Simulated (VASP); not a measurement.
VMoSe4, 6 atoms in the cell. The structure is hexagonal, space group P-6m2 (No. 187). Conventional cell: a = 3.329 Å, b = 3.329 Å, c = 15.908 Å, α = 90.00°, β = 90.00°, γ = 120.00°. V (site symmetry -6m2) has 6 Se at 2.50 Å within 3.3 Å. Within 3.4 Å of Mo (site symmetry -6m2) lie 6 Se at 2.54 Å and 6 Mo at 3.33 Å. Se (site symmetry 3m) has 3 Mo at 2.54 Å and 7 Se at 3.33 Å within 3.4 Å. Se (site symmetry 3m) has 3 V at 2.50 Å and 1 Se at 3.20 Å within 3.3 Å. 

| Quantity | Value |
| --- | --- |
| Program | VASP 6.6.1 |
| Task | single point |
| Functional | PBE |
| Potentials or basis | VASP PAW PBE potentials, release 64 (V_sv, Mo_sv, Se) |
| Cutoff | 520 eV |
| k mesh | 6 × 6 × 1 |
| Occupations | gaussian, width 0.1 eV |
| Spin | collinear spin, ferromagnetic start |
| Starting moments | [1.0, 0.0, 0.0, 0.0, 0.0, 0.0] μB |
| Dipole correction | no |
| Further INCAR settings | ALGO = Normal; EDIFF = 1e-06; NBANDS = 38 |

Potentials or basis: VASP PAW PBE potentials, release 64 (V_sv, Mo_sv, Se).

Run with:

```bash
$ cat potpaw_PBE.64/V_sv/POTCAR potpaw_PBE.64/Mo_sv/POTCAR potpaw_PBE.64/Se/POTCAR > POTCAR
$ mpirun -np 1 vasp_std > vasp.out
```

Hardware: 1 thread of AMD EPYC 7R13 Processor (Zen 3), with other jobs on the host.

How long does it take, and how much memory?

Wall time 2.7 min on 1 thread of AMD EPYC 7R13 Processor (Zen 3) (shared host), peak memory 0.36 GiB. Counts: scf iterations 24, k points 7.
